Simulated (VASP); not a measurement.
Here is a VASP 6.6.1 calculation.

Contents of INCAR:

```
SYSTEM = Al2Cu
PREC = Accurate ; ENCUT = 520
EDIFF = 1E-6 ; ISMEAR = -1
SIGMA = 0.05 ; LREAL = .False.
LASPH = .True. ; NELM = 80
ALGO = Normal ; ISIF = 2
LWAVE = .False. ; LCHARG = .False.
GGA = PE ; NBANDS = 16
```

File KPOINTS:

```
Automatic mesh
0
Gamma
  9 9 9
  0 0 0
```

POSCAR

```
Al2Cu
1.0
   -2.0570555311      2.0570555311      2.8886126973
    2.0570555311     -2.0570555311      2.8886126973
    2.0570555311      2.0570555311     -2.8886126973
Cu Al
1 2
Direct
    0.5000000000      0.5000000000      0.0000000000
    0.2500000000      0.7500000000      0.5000000000
    0.7500000000      0.2500000000      0.5000000000
```

Potentials or basis: VASP PAW PBE potentials, release 64 (Cu, Al).

Command:

```console
$ cat potpaw_PBE.64/Cu/POTCAR potpaw_PBE.64/Al/POTCAR > POTCAR
$ mpirun -np 1 vasp_std > vasp.out
```

Task: Predict the pressure.

Result: -0.9 GPa.

Stress tensor (GPa, compression positive):
```
-0.94  0.00  0.00
 0.00 -0.94  0.00
 0.00  0.00 -0.80
```
